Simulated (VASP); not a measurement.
# Na (P6_3/mmc) in VASP: further runs, part 2 of 2

VASP 6.6.1. Earlier steps stand in the parts before.

## (4) Electric field gradients, PBE

The input, INCAR:

```
ALGO = Normal ; EDIFF = 1E-8
ENCUT = 520 ; GGA = PE
ISIF = 2 ; ISMEAR = 1
ISYM = 0 ; LASPH = T
LCHARG = F ; LEFG = T
LREAL = F ; LWAVE = F
NBANDS = 14 ; NELM = 100
PREC = Accurate ; SIGMA = 0.01
```

The input, KPOINTS:

```
Automatic mesh
0
Gamma
  9 9 5
  0.5 0.5 0.5
```

The input, POSCAR:

```
Na
1.0
    3.6887707041      0.0000000000      0.0000000000
   -1.8443853520      3.1945691385      0.0000000000
    0.0000000000      0.0000000000      6.2691940000
Na
2
Direct
    0.3333333333      0.6666666667      0.2500000000
    0.6666666667      0.3333333333      0.7500000000
```

Potentials or basis: VASP PAW PBE potentials, release 64 (Na_pv).

Started as:

```sh
$ cat potpaw_PBE.64/Na_pv/POTCAR > POTCAR
$ mpirun -np 1 vasp_std > vasp.out
```

OUTCAR:

```text
EDIFF = 1E-8
   ENCUT = 520
   GGA = PE
   ISIF = 2
   ISMEAR = 1
   ISYM = 0
   LASPH = T
   LREAL = F
   NELM = 100
   PREC = Accurate

 ion  position               nearest neighbor table
   1  0.333  0.667  0.250-
   2  0.667  0.333  0.750-

IMPORTANT INFORMATION: All symmetrisations will be switched off!
NOSYMM: (Re-)initialisation of all symmetry stuff for point group C_1.

----------------------------------------------------------------------------------------

                                     Primitive cell

  volume of cell :      73.8764

  direct lattice vectors                    reciprocal lattice vectors
     3.688770704  0.000000000  0.000000000     0.271093023  0.156515630  0.000000000
    -1.844385352  3.194569138  0.000000000     0.000000000  0.313031259  0.000000000
     0.000000000  0.000000000  6.269194000     0.000000000  0.000000000  0.159510138

  length of vectors
     3.688770704  3.688770704  6.269194000     0.313031259  0.313031259  0.159510138

  position of ions in fractional coordinates (direct lattice)
     0.333333333  0.666666667  0.250000000
     0.666666667  0.333333333  0.750000000

  ion indices of the primitive-cell ions
   primitive index   ion index
                 1           1
                 2           2

----------------------------------------------------------------------------------------

 KPOINTS: Automatic mesh

Automatic generation of k-mesh.
 Grid dimensions read from file:
 generate k-points for:    9    9    5

 Generating k-lattice:

  Cartesian coordinates                     Fractional coordinates (reciprocal lattice)
     0.030121447  0.017390626  0.000000000     0.111111111  0.000000000  0.000000000
     0.000000000  0.034781251  0.000000000     0.000000000  0.111111111  0.000000000
     0.000000000  0.000000000  0.031902028     0.000000000  0.000000000  0.200000000

  Length of vectors
     0.034781251  0.034781251  0.031902028

  Shift w.r.t. Gamma in fractional coordinates (k-lattice)
     0.500000000  0.500000000  0.500000000

 Subroutine IBZKPT returns following result:
 ===========================================

 Found    609 irreducible k-points:

 Following reciprocal coordinates:
            Coordinates               Weight
  0.055556  0.055556  0.100000      2.000000
 -0.055556  0.111111  0.100000      2.000000
 -0.111111  0.055556  0.100000      2.000000
 -0.055556 -0.055556  0.100000      2.000000
  0.055556 -0.111111  0.100000      2.000000
  0.111111 -0.055556  0.100000      2.000000
[... 16 lines left out ...]
  0.055556 -0.333333  0.100000      2.000000
  0.333333 -0.277778  0.100000      2.000000
 [... further k-points ...]
   k-points           NKPTS =    609   k-points in BZ     NKDIM =    609   number of bands    NBANDS=     14
   number of dos      NEDOS =    301   number of ions     NIONS =      2
   total plane-waves  NPLWV =  37632
   dimension x,y,z NGX =    28 NGY =   28 NGZ =   48
   dimension x,y,z NGXF=    56 NGYF=   56 NGZF=   96
   ions per type =               2
   NGX,Y,Z   is equivalent  to a cutoff of  12.62, 12.62, 12.73 a.u.
   NGXF,Y,Z  is equivalent  to a cutoff of  25.24, 25.24, 25.46 a.u.
 SYSTEM =  unknown system
   PREC   = accura    normal or accurate (medium, high low for compatibility)
   ISTART =      0    job   : 0-new  1-cont  2-samecut
   ICHARG =      2    charge: 1-file 2-atom 10-const
   ISPIN  =      1    spin polarized calculation?
[... 24 lines left out ...]
     AMIX     =   0.40;   BMIX     =  1.00
     AMIX_MAG =   1.60;   BMIX_MAG =  1.00
  volume/ion in A,a.u.               =      36.94       249.27
  Fermi-wavevector in a.u.,A,eV,Ry     =   0.940334  1.776974 12.030661  0.884229
  Thomas-Fermi vector in A             =   2.067736
   LORBIT       =      0    0 simple, 1 ext, 2 COOP (PROOUT), +10 PAW based schemes
   GGA     = PE    functional components
   LHFCALC =     F    Hartree Fock is set to
   AEXX    =    0.0000 exact exchange contribution
   IVDW    =     0    specifies the selected vdW correction
   LEPSILON=     F    determine dielectric tensor
   LRPA    =     F    only Hartree local field effects (RPA)
 non-spin polarized calculation
 Methfessel and Paxton  Order N= 1 SIGMA  =   0.01
  energy-cutoff  :      520.00
  volume of cell :       73.88
 maximum number of plane-waves:      2010
   NGX = 13   NGY = 13   NGZ = 23

 number of electron      14.0000004 magnetization

 Free energy of the ion-electron system (eV)
  ---------------------------------------------------
  ext. energy  EPLUGINS =         0.00000000
  ---------------------------------------------------
  free energy    TOTEN  =        -2.61925688 eV

  energy without entropy =       -2.61923616  energy(sigma->0) =       -2.61924998

 E-fermi :   0.3411     XC(G=0):  -6.5108

 val. band max:        0.2941112746   @ k =  -0.0556  -0.0556   0.1000
 cond. band min:       0.3462321149   @ k =   0.3333  -0.2778   0.3000
 fundamental gap:      0.0521208403
 Fermi energy:         0.3411421541

 k-point     1 :       0.0556    0.0556    0.1000
  band No.  band energies     occupation
      1     -24.5859      2.00000
      2     -24.5634      2.00000
      3     -24.5618      2.00000
      4     -24.5599      2.00000
      5     -24.5576      2.00000
      6     -24.5568      2.00000
      7      -2.7668      2.00000
      8       0.2941      2.00000
      9       1.8245      0.00000
     10       8.8376      0.00000
     11       9.2430      0.00000
     12      10.2478      0.00000
     13      11.0613      0.00000
     14      11.2449      0.00000
[... 377 lines left out ...]
      1     -24.5824      2.00000
      2     -24.5785      2.00000
      3     -24.5769      2.00000
      4     -24.5670      2.00000
      5     -24.5617      2.00000
      6     -24.5593      2.00000
      7      -1.4693      2.00000
      8       1.5075      0.00000
      9       2.9653      0.00000
     10       4.2677      0.00000
     11       6.7226      0.00000
     12       7.4086      0.00000
     13       8.5411      0.00000
     14      10.0396      0.00000

 [... further k-points ...]
[... 5 lines left out ...]
  --------------------------------------------------------------------------------------
  -------------------------------------------------------------------------------------
  Total        0.1095732      0.1095182     -0.1868140     -0.0000477     -0.0000000     -0.0000000
  in kB        2.3763444      2.3751505     -4.0514868     -0.0010336     -0.0000001     -0.0000001
  external PRESSURE =       0.2333361 kB  Pullay stress =       0.0000000 kB

 VOLUME and BASIS-vectors are now :
 -----------------------------------------------------------------------------
  energy-cutoff  :      520.00
  volume of cell :       73.88
      direct lattice vectors                 reciprocal lattice vectors
     3.688770704  0.000000000  0.000000000     0.271093023  0.156515630  0.000000000
    -1.844385352  3.194569138  0.000000000     0.000000000  0.313031259  0.000000000
     0.000000000  0.000000000  6.269194000     0.000000000  0.000000000  0.159510138

 POSITION                                       TOTAL-FORCE (eV/Angst)
 -----------------------------------------------------------------------------------
     -0.00000      2.12971      1.56730         0.000002     -0.000001     -0.000000
      1.84439      1.06486      4.70190        -0.000002      0.000001      0.000000
 -----------------------------------------------------------------------------------
    total drift:                                0.000000      0.000000     -0.000000

  FREE ENERGIE OF THE ION-ELECTRON SYSTEM (eV)
  ---------------------------------------------------
  free  energy   TOTEN  =        -2.6192568846 eV

  energy  without entropy=       -2.6192361633  energy(sigma->0) =       -2.61924998

 Electric field gradients (V/A^2)
---------------------------------------------------------------------
 ion       V_xx      V_yy      V_zz      V_xy      V_xz      V_yz
---------------------------------------------------------------------
   1       0.105     0.109    -0.214     0.004     0.000     0.000
   2       0.105     0.109    -0.214     0.004     0.000     0.000
---------------------------------------------------------------------

 Electric field gradients after diagonalization (V/A^2)
 (convention: |V_zz| > |V_xx| > |V_yy|)
----------------------------------------------------------------------
 ion       V_xx      V_yy      V_zz     asymmetry (V_yy - V_xx)/ V_zz
----------------------------------------------------------------------
   1       0.111     0.103    -0.214       0.041
   2       0.111     0.103    -0.214       0.041
----------------------------------------------------------------------

           NMR quadrupolar parameters

 Cq : quadrupolar parameter    Cq=e*Q*V_zz/h
 eta: asymmetry parameters     (V_yy - V_xx)/ V_zz
 Q  : nuclear electric quadrupole moment in mb (millibarn)
----------------------------------------------------------------------
 ion       Cq(MHz)       eta       Q (mb)
----------------------------------------------------------------------
   1      -0.001       0.041       1.000
   2      -0.001       0.041       1.000
----------------------------------------------------------------------
```

OSZICAR:

```text
N       E                     dE             d eps       ncg     rms          rms(c)
DAV:   1     0.100366587585E+03    0.10037E+03   -0.76338E+03 17068   0.963E+02
DAV:   2     0.135152721262E+01   -0.99015E+02   -0.97944E+02 17874   0.276E+02
DAV:   3    -0.256531342187E+01   -0.39168E+01   -0.39129E+01 21564   0.629E+01
DAV:   4    -0.261955945880E+01   -0.54246E-01   -0.54244E-01 18918   0.796E+00
DAV:   5    -0.262077794333E+01   -0.12185E-02   -0.12185E-02 21420   0.121E+00    0.287E-01
DAV:   6    -0.261991953428E+01    0.85841E-03   -0.10148E-03 20862   0.395E-01    0.192E-01
DAV:   7    -0.261927208475E+01    0.64745E-03   -0.17748E-03 24380   0.457E-01    0.229E-02
DAV:   8    -0.261925641333E+01    0.15671E-04   -0.12460E-04 21864   0.191E-01    0.402E-03
DAV:   9    -0.261925651852E+01   -0.10519E-06   -0.23130E-06 21156   0.240E-02    0.187E-03
DAV:  10    -0.261925691527E+01   -0.39675E-06   -0.20956E-07 19362   0.459E-03    0.199E-04
DAV:  11    -0.261925689429E+01    0.20975E-07   -0.46536E-09 16518   0.801E-04    0.993E-05
DAV:  12    -0.261925688233E+01    0.11959E-07   -0.76367E-10 10782   0.393E-04    0.118E-05
DAV:  13    -0.261925688461E+01   -0.22808E-08   -0.15282E-10 10302   0.188E-04
   1 F= -.26192569E+01 E0= -.26192500E+01  d E =-.207213E-04
```

stdout:

```text
POSCAR found type information on POSCAR Na
 POSCAR found :  1 types and       2 ions
 scaLAPACK will be used
 LDA part: xc-table for (Slater+PW92), standard interpolation
 POSCAR, INCAR and KPOINTS ok, starting setup
 FFT: planning ... GRIDC
 FFT: planning ... GRID_SOFT
 FFT: planning ... GRID
 WAVECAR not read
 entering main loop
ion   1

     0.0000330    -0.0003940    -0.0000003     0.1249622    -0.0000001     0.0002277
     0.0000455    -0.0003940    -0.0000003     0.1249622    -0.0000001     0.0002277
     0.0000627    -0.0003940    -0.0000003     0.1249621    -0.0000001     0.0002277
     0.0000863    -0.0003940    -0.0000003     0.1249619    -0.0000001     0.0002277

ion   2

     0.0000330    -0.0003941    -0.0000002     0.1249627    -0.0000001     0.0002276
     0.0000455    -0.0003941    -0.0000002     0.1249626    -0.0000001     0.0002276
     0.0000627    -0.0003941    -0.0000002     0.1249625    -0.0000001     0.0002276
     0.0000863    -0.0003941    -0.0000002     0.1249623    -0.0000001     0.0002276
```

Wall time 2.8 min (1 thread of Intel Xeon 6975P-C (Granite Rapids), shared host); peak memory 0.53 GiB.

What came out:

- Free energy: -2.6193 eV
- Pressure: 0.0 GPa
- Band gap on the k mesh: zero (band 7 reaches 2.01 eV, above the bottom of band 8 at -1.92 eV)

Caveat: without QUAD_EFG the Cq values of the log hold for a quadrupole moment of 1 mb, not for the nuclei.

## (5) Electric field gradients, PBE

The input, INCAR:

```
SYSTEM = Na
PREC = Accurate
ENCUT = 400
EDIFF = 1E-8
ISMEAR = -1
SIGMA = 0.05
LREAL = .False.
LASPH = .True.
NELM = 120
ALGO = Normal
ISIF = 2
LWAVE = .False.
LCHARG = .False.
GGA = PE
LEFG = .True.
NBANDS = 14
GGA_COMPAT = .False.
```

The input, KPOINTS:

```
Automatic mesh
0
Gamma
  9 9 5
  0 0 0
```

POSCAR is that of step 4.

Potentials or basis: VASP PAW PBE potentials, release 64 (Na_pv).

Started as:

```sh
$ cat potpaw_PBE.64/Na_pv/POTCAR > POTCAR
$ mpirun -np 1 vasp_std > vasp.out
```

OUTCAR:

```text
SYSTEM = Na
   PREC = Accurate
   ENCUT = 400
   EDIFF = 1E-8
   ISMEAR = -1
   LREAL = .False.
   LASPH = .True.
   NELM = 120
   ISIF = 2
   GGA = PE

 ion  position               nearest neighbor table
   1  0.333  0.667  0.250-
   2  0.667  0.333  0.750-

  LATTYP: Found a hexagonal cell.
 ALAT       =     3.6887707041
 C/A-ratio  =     1.6995347510

  Lattice vectors:

 A1 = (   3.6887707041,   0.0000000000,   0.0000000000)
 A2 = (  -1.8443853520,   3.1945691385,   0.0000000000)
 A3 = (   0.0000000000,   0.0000000000,   6.2691940000)

Analysis of symmetry for initial positions (statically):
=====================================================================
 Subroutine PRICEL returns:
 Original cell was already a primitive cell.

 Routine SETGRP: Setting up the symmetry group for a
 hexagonal supercell.

 Subroutine GETGRP returns: Found 24 space group operations
 (whereof 12 operations were pure point group operations)
 out of a pool of 24 trial point group operations.

The static configuration has the point symmetry D_3d.
 The point group associated with its full space group is D_6h.

Analysis of symmetry for dynamics (positions and initial velocities):
=====================================================================
 Subroutine PRICEL returns:
 Original cell was already a primitive cell.

 Routine SETGRP: Setting up the symmetry group for a
 hexagonal supercell.

 Subroutine GETGRP returns: Found 24 space group operations
 (whereof 12 operations were pure point group operations)
[... 552 lines left out ...]
      3     -24.5794      2.00000
      4     -24.5742      2.00000
      5     -24.5619      2.00000
      6     -24.5619      2.00000
      7       1.8844      0.00000
      8       2.1005      0.00000
      9       2.1005      0.00000
     10       4.0281      0.00000
     11       4.5305      0.00000
     12       4.5305      0.00000
     13       6.9094      0.00000
     14       7.7425      0.00000

 [... further k-points ...]

------------------------ aborting loop because EDIFF is reached ----------------------------------------

  FORCE on cell =-STRESS in cart. coord.  units (eV):
  Direction    XX          YY          ZZ          XY          YZ          ZX
  --------------------------------------------------------------------------------------
  -------------------------------------------------------------------------------------
  Total       -0.0676013     -0.0676013     -0.0990774     -0.0000000      0.0000000      0.0000000
  in kB       -1.4660875     -1.4660875     -2.1487191     -0.0000000      0.0000000      0.0000000
  external PRESSURE =      -1.6936314 kB  Pullay stress =       0.0000000 kB

 VOLUME and BASIS-vectors are now :
 -----------------------------------------------------------------------------
  energy-cutoff  :      400.00
  volume of cell :       73.88
      direct lattice vectors                 reciprocal lattice vectors
     3.688770704  0.000000000  0.000000000     0.271093023  0.156515630  0.000000000
    -1.844385352  3.194569138  0.000000000     0.000000000  0.313031259  0.000000000
     0.000000000  0.000000000  6.269194000     0.000000000  0.000000000  0.159510138

 POSITION                                       TOTAL-FORCE (eV/Angst)
 -----------------------------------------------------------------------------------
     -0.00000      2.12971      1.56730         0.000000     -0.000000      0.000000
      1.84439      1.06486      4.70190        -0.000000      0.000000     -0.000000
 -----------------------------------------------------------------------------------
    total drift:                               -0.000000      0.000000      0.000000

  FREE ENERGIE OF THE ION-ELECTRON SYSTEM (eV)
  ---------------------------------------------------
  free  energy   TOTEN  =        -2.6383133047 eV

  energy  without entropy=       -2.6360238909  energy(sigma->0) =       -2.63716860

 Electric field gradients (V/A^2)
---------------------------------------------------------------------
 ion       V_xx      V_yy      V_zz      V_xy      V_xz      V_yz
---------------------------------------------------------------------
   1       0.487     0.486    -0.973    -0.001     0.000    -0.000
   2       0.487     0.486    -0.973    -0.001    -0.000     0.000
---------------------------------------------------------------------

 Electric field gradients after diagonalization (V/A^2)
 (convention: |V_zz| > |V_xx| > |V_yy|)
----------------------------------------------------------------------
 ion       V_xx      V_yy      V_zz     asymmetry (V_yy - V_xx)/ V_zz
----------------------------------------------------------------------
   1       0.488     0.485    -0.973       0.003
   2       0.488     0.485    -0.973       0.003
----------------------------------------------------------------------

           NMR quadrupolar parameters

 Cq : quadrupolar parameter    Cq=e*Q*V_zz/h
 eta: asymmetry parameters     (V_yy - V_xx)/ V_zz
 Q  : nuclear electric quadrupole moment in mb (millibarn)
----------------------------------------------------------------------
 ion       Cq(MHz)       eta       Q (mb)
----------------------------------------------------------------------
   1      -0.002       0.003       1.000
   2      -0.002       0.003       1.000
----------------------------------------------------------------------
```

stdout:

```text
POSCAR found type information on POSCAR Na
 POSCAR found :  1 types and       2 ions
 scaLAPACK will be used
 LDA part: xc-table for (Slater+PW92), standard interpolation
 POSCAR, INCAR and KPOINTS ok, starting setup
 FFT: planning ... GRIDC
 FFT: planning ... GRID_SOFT
 FFT: planning ... GRID
 WAVECAR not read
 entering main loop
ion   1

ion   2
```

Run time: 30 s. Hardware: 1 thread of Intel Xeon 8259CL, shared host; peak memory 0.16 GiB.

What came out:

| Item | Value |
| --- | --- |
| Free energy | -2.6383 eV |
| Pressure | -0.2 GPa |
| Band gap on the k mesh | zero (band 7 reaches 2.31 eV, above the bottom of band 8 at -1.54 eV) |

Electric field gradients, principal values (V/Å²):
```tsv
atom	least	middle	greatest (by size)
1 Na	0.485	0.488	-0.973
2 Na	0.485	0.488	-0.973
```

Caveat: without QUAD_EFG the Cq values of the log hold for a quadrupole moment of 1 mb, not for the nuclei.

## (6) Summary

```csv
spin,k mesh,cutoff (eV),smearing,gap on the mesh (eV),pressure (GPa)
"collinear, ferrimagnetic start",9 × 9 × 5,520,fermi-dirac 0.05 eV,none,0.0
off,9 × 9 × 5,520,fermi-dirac 0.05 eV,none,0.0
off,"9 × 9 × 5, shifted",520,methfessel-paxton 0.01 eV,none,0.0
off,9 × 9 × 5,400,fermi-dirac 0.05 eV,none,-0.2
```

Alike in all rows: task electric field gradients; level PBE; potentials or basis VASP PAW PBE potentials, release 64 (Na_pv); cell as given.

Every run on the cell as given and a fine mesh finds a metal.

Total energies depend on the potentials used, so only differences within one code and one set of settings carry meaning.
